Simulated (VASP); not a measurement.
# CdTe (rocksalt type) (Fm-3m) in VASP: single point with LDA

Aim: the single point of CdTe (rocksalt type) with LDA.

Everything below comes from runs of VASP 6.6.1. Logs are shortened: lines on timing, memory, paths and dates and some standing lists are left out, and cuts for length are marked.

### Step 1. The cell of the first run

The structure is cubic, space group Fm-3m (No. 225). Conventional cell: a = 5.684 Å, b = 5.684 Å, c = 5.684 Å, α = 90.00°, β = 90.00°, γ = 90.00°. Within 3.7 Å of Cd (site symmetry m-3m) lie 6 Te at 2.84 Å. Te (site symmetry m-3m) has 6 Cd at 2.84 Å within 3.7 Å.

### Step 2. Single point, LDA (volume scaled by 0.88)

The input, INCAR:

```
SYSTEM = CdTe
PREC = Accurate ; ENCUT = 500
EDIFF = 1E-6 ; ISMEAR = -1
SIGMA = 0.05 ; LREAL = .False.
LASPH = .True. ; NELM = 120
ALGO = Normal ; ISIF = 2
LWAVE = .False. ; LCHARG = .True.
LELF = .True. ; LVHAR = .True.
NBANDS = 16 ; GGA_COMPAT = .False.
```

The input, KPOINTS:

```
regular mesh
0
Gamma
  13 13 13
  0 0 0
```

The input, POSCAR:

```
CdTe
1.0
    0.0000000000      2.8418667487      2.8418667487
    2.8418667487      0.0000000000      2.8418667487
    2.8418667487      2.8418667487      0.0000000000
Cd Te
1 1
Direct
    0.0000000000      0.0000000000      0.0000000000
    0.5000000000      0.5000000000      0.5000000000
```

Potentials or basis: VASP PAW LDA potentials, release 64 (Cd, Te).

Launch:

```sh
$ cat potpaw_LDA.64/Cd/POTCAR potpaw_LDA.64/Te/POTCAR > POTCAR
$ mpirun -np 1 vasp_std > vasp.out
```

OUTCAR:

```text
SYSTEM = CdTe
   PREC = Accurate
   ENCUT = 500
   EDIFF = 1E-6
   ISMEAR = -1
   LREAL = .False.
   LASPH = .True.
   NELM = 120
   ISIF = 2

 ion  position               nearest neighbor table
   1  0.000  0.000  0.000-   2 2.84   2 2.84   2 2.84   2 2.84   2 2.84   2 2.84
   2  0.500  0.500  0.500-   1 2.84   1 2.84   1 2.84   1 2.84   1 2.84   1 2.84

  LATTYP: Found a face centered cubic cell.
 ALAT       =     5.6837334974

  Lattice vectors:

 A1 = (   0.0000000000,   2.8418667487,   2.8418667487)
 A2 = (   2.8418667487,   0.0000000000,   2.8418667487)
 A3 = (   2.8418667487,   2.8418667487,   0.0000000000)

Analysis of symmetry for initial positions (statically):
=====================================================================
 Subroutine PRICEL returns:
 Original cell was already a primitive cell.

 Routine SETGRP: Setting up the symmetry group for a
 face centered cubic supercell.

 Subroutine GETGRP returns: Found 48 space group operations
 (whereof 48 operations were pure point group operations)
 out of a pool of 48 trial point group operations.

The static configuration has the point symmetry O_h .

Analysis of symmetry for dynamics (positions and initial velocities):
=====================================================================
 Subroutine PRICEL returns:
 Original cell was already a primitive cell.

 Routine SETGRP: Setting up the symmetry group for a
 face centered cubic supercell.

 Subroutine GETGRP returns: Found 48 space group operations
 (whereof 48 operations were pure point group operations)
 out of a pool of 48 trial point group operations.

The dynamic configuration has the point symmetry O_h .

 Subroutine INISYM returns: Found 48 space group operations
 (whereof 48 operations are pure point group operations),
 and found     1 'primitive' translations

----------------------------------------------------------------------------------------

                                     Primitive cell

  volume of cell :      45.9030

  direct lattice vectors                    reciprocal lattice vectors
     0.000000000  2.841866749  2.841866749    -0.175940691  0.175940691  0.175940691
     2.841866749  0.000000000  2.841866749     0.175940691 -0.175940691  0.175940691
     2.841866749  2.841866749  0.000000000     0.175940691  0.175940691 -0.175940691

  length of vectors
     4.019006498  4.019006498  4.019006498     0.304738216  0.304738216  0.304738216

  position of ions in fractional coordinates (direct lattice)
     0.000000000  0.000000000  0.000000000
     0.500000000  0.500000000  0.500000000

[... 72 lines left out ...]
   LSORBIT =      F    spin-orbit coupling
   LASPH  =      T    aspherical Exc in radial PAW
   ENCUT  =  500.0 eV  36.75 Ry    6.06 a.u.   7.33  7.33  7.33*2*pi/ulx,y,z
   NELM   =    120;   NELMIN=  2; NELMDL= -5     # of ELM steps
   EDIFF  = 0.1E-05   stopping-criterion for ELM
   LREAL  =      F    real-space projection
   EDIFFG = 0.1E-04   stopping-criterion for IOM
   NSW    =      0    number of steps for IOM
   IBRION =     -1    ionic relax: 0-MD 1-quasi-New 2-CG
   NFREE  =      0    steps in history (QN), initial steepest desc. (CG)
   ISIF   =      2    stress and relaxation
   ISYM   =      2    0-nonsym 1-usesym 2-fastsym
   POTIM  = 0.5000    time-step for ionic-motion
   TEBEG  =    0.0;   TEEND  =   0.0 temperature during run
   PSTRESS=    0.0 pullay stress
   NELECT =      18.0000    total number of electrons
   NUPDOWN=      -1.0000    fix difference up-down
   EMIN   =  10.00;   EMAX   =-10.00  energy-range for DOS
   EFERMI =   0.00;   METHOD = LEGACY
   ISMEAR =    -1;   SIGMA  =   0.05  broadening in eV -4-tet -1-fermi 0-gaus
   EFERMI_NEDOS =   21; number of points for ismear=-14 and -15
   IALGO  =     38    algorithm
   IMIX   =      4    mixing-type and parameters
     AMIX     =   0.40;   BMIX     =  1.00
     AMIX_MAG =   1.60;   BMIX_MAG =  1.00
  volume/ion in A,a.u.               =      22.95       154.88
  Fermi-wavevector in a.u.,A,eV,Ry     =   1.198262  2.264388 19.535693  1.435833
  Thomas-Fermi vector in A             =   2.334156
   LORBIT       =      0    0 simple, 1 ext, 2 COOP (PROOUT), +10 PAW based schemes
   GGA     = CA    functional components
   LHFCALC =     F    Hartree Fock is set to
   AEXX    =    0.0000 exact exchange contribution
   IVDW    =     0    specifies the selected vdW correction
   LEPSILON=     F    determine dielectric tensor
   LRPA    =     F    only Hartree local field effects (RPA)
 non-spin polarized calculation
  energy-cutoff  :      500.00
  volume of cell :       45.90
 maximum number of plane-waves:      1211
 NGX is ok and might be reduce to    30
   NGX = 15   NGY = 15   NGZ = 15

 number of electron      17.9999997 magnetization

 Free energy of the ion-electron system (eV)
  ---------------------------------------------------
  ext. energy  EPLUGINS =         0.00000000
  ---------------------------------------------------
  free energy    TOTEN  =        -5.62414658 eV

  energy without entropy =       -5.61877618  energy(sigma->0) =       -5.62146138

 E-fermi :   6.2256     XC(G=0): -11.0069

 val. band max:        6.2238730329   @ k =  -0.2308   0.2308   0.0000
 cond. band min:       6.2576569463   @ k =  -0.2308   0.0769   0.0000
 fundamental gap:      0.0337839134
 Fermi energy:         6.2256133553

 k-point     1 :       0.0000    0.0000    0.0000
  band No.  band energies     occupation
      1      -6.9675      2.00000
      2      -2.6867      2.00000
      3      -2.6867      2.00000
      4      -2.6319      2.00000
      5      -2.6319      2.00000
      6      -2.6319      2.00000
[... 433 lines left out ...]
      3      -2.8328      2.00000
      4      -2.7504      2.00000
      5      -2.4630      2.00000
      6      -2.4505      2.00000
[... 8 lines left out ...]
     15      18.2299      0.00000
     16      18.3055      0.00000

 [... further k-points ...]
[... 5 lines left out ...]
  --------------------------------------------------------------------------------------
  -------------------------------------------------------------------------------------
  Total        3.3097855      3.3097855      3.3097855      0.0000000      0.0000000      0.0000000
  in kB      115.5232261    115.5232261    115.5232261      0.0000000      0.0000000      0.0000000
  external PRESSURE =     115.5232261 kB  Pullay stress =       0.0000000 kB

 VOLUME and BASIS-vectors are now :
 -----------------------------------------------------------------------------
  energy-cutoff  :      500.00
  volume of cell :       45.90
      direct lattice vectors                 reciprocal lattice vectors
     0.000000000  2.841866749  2.841866749    -0.175940691  0.175940691  0.175940691
     2.841866749  0.000000000  2.841866749     0.175940691 -0.175940691  0.175940691
     2.841866749  2.841866749  0.000000000     0.175940691  0.175940691 -0.175940691

 POSITION                                       TOTAL-FORCE (eV/Angst)
 -----------------------------------------------------------------------------------
      0.00000      0.00000      0.00000        -0.000000      0.000000     -0.000000
      2.84187      2.84187      2.84187         0.000000     -0.000000      0.000000
 -----------------------------------------------------------------------------------
    total drift:                               -0.000000      0.000000      0.000000

  FREE ENERGIE OF THE ION-ELECTRON SYSTEM (eV)
  ---------------------------------------------------
  free  energy   TOTEN  =        -5.6241465805 eV

  energy  without entropy=       -5.6187761777  energy(sigma->0) =       -5.62146138
```

OSZICAR:

```text
N       E                     dE             d eps       ncg     rms          rms(c)
DAV:   1     0.103392159610E+03    0.10339E+03   -0.86397E+03  2736   0.999E+02
DAV:   2    -0.266102771247E+01   -0.10605E+03   -0.10066E+03  3264   0.249E+02
DAV:   3    -0.585135308411E+01   -0.31903E+01   -0.31753E+01  3288   0.446E+01
DAV:   4    -0.587174549345E+01   -0.20392E-01   -0.20391E-01  3328   0.342E+00
DAV:   5    -0.587208009392E+01   -0.33460E-03   -0.33460E-03  3432   0.394E-01    0.919E+00
DAV:   6    -0.564259476883E+01    0.22949E+00   -0.38491E-01  3408   0.923E+00    0.699E+00
DAV:   7    -0.562593107092E+01    0.16664E-01   -0.98085E-02  3384   0.229E+00    0.208E+00
DAV:   8    -0.562438392507E+01    0.15471E-02   -0.10663E-02  3040   0.131E+00    0.502E-01
DAV:   9    -0.562415241903E+01    0.23151E-03   -0.69365E-04  3576   0.303E-01    0.105E-01
DAV:  10    -0.562414613145E+01    0.62876E-05   -0.53021E-05  3272   0.622E-02    0.446E-02
DAV:  11    -0.562414729276E+01   -0.11613E-05   -0.10349E-05  3584   0.343E-02    0.300E-02
DAV:  12    -0.562414658050E+01    0.71227E-06   -0.10795E-06  2168   0.109E-02
   1 F= -.56241466E+01 E0= -.56214614E+01  d E =-.537040E-02
```

Run time: 30 s. Hardware: 1 thread of Intel Xeon Platinum 8488C (Sapphire Rapids), shared host; peak memory 0.19 GiB.

What came out:

```yaml
Free_energy: -5.6241 eV
Pressure: 11.6 GPa
Band_gap_on_the_k_mesh: zero (band 9 reaches 6.43 eV, above the bottom of band 10 at 4.74 eV)
```

Caveat: spin-orbit coupling is left out, which moves the levels of the heavy elements.
